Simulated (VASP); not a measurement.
Write the native input for VASP 6.6.1 that does the following.

| Item | Value |
| --- | --- |
| Task | single point |
| Functional | PBEsol |
| Potentials or basis | VASP PAW PBE potentials, release 64 (Al, N) |
| Cutoff | 520 eV |
| k mesh | 9 × 9 × 6 |
| Occupations | gaussian, width 0.05 eV |
| Spin | no spin polarisation |
| Dipole correction | no |
| Further INCAR settings | ALGO = Normal; EDIFF = 1e-07; NBANDS = 16 |

The structure of AlN lies in POSCAR:

```
AlN
1.0
    3.4405297792      0.0000000000      0.0000000000
   -1.7202648896      2.9795861913      0.0000000000
    0.0000000000      0.0000000000      4.1781793639
Al N
2 2
Direct
    0.3333333333      0.6666666667      0.7500000000
    0.6666666667      0.3333333333      0.2500000000
    0.3333333333      0.6666666667      0.2500000000
    0.6666666667      0.3333333333      0.7500000000
```

This cell differs from its parent crystal: volume 10.708 Å^3 an atom, c/a of the conventional cell 1.2144.

The input as run:

INCAR

```
SYSTEM = AlN
  PREC = Accurate
  ENCUT = 520
  EDIFF = 1E-7
  ISMEAR = 0
  SIGMA = 0.05
  LREAL = .False.
  LASPH = .True.
  NELM = 80
  ALGO = Normal
  ISIF = 2
  LWAVE = .False.
  LCHARG = .False.
  GGA = PS
  NBANDS = 16
```

KPOINTS

```
Automatic mesh
0
Gamma
  9 9 6
  0 0 0
```

Potentials or basis: VASP PAW PBE potentials, release 64 (Al, N).

Launch:

```bash
$ cat potpaw_PBE.64/Al/POTCAR potpaw_PBE.64/N/POTCAR > POTCAR
$ mpirun -np 1 vasp_std > vasp.out
```

It gave:

```
Pressure               : -16.8 GPa
Band gap on the k mesh : 2.78 eV, direct
```

Caveat: the PAW data sets were made with another functional, which shifts forces and pressure a little.

Wall time 20 s on 1 thread of Intel(R) Xeon(R) Platinum 8488C (Sapphire Rapids), with other jobs on the host, peak memory 0.16 GiB.
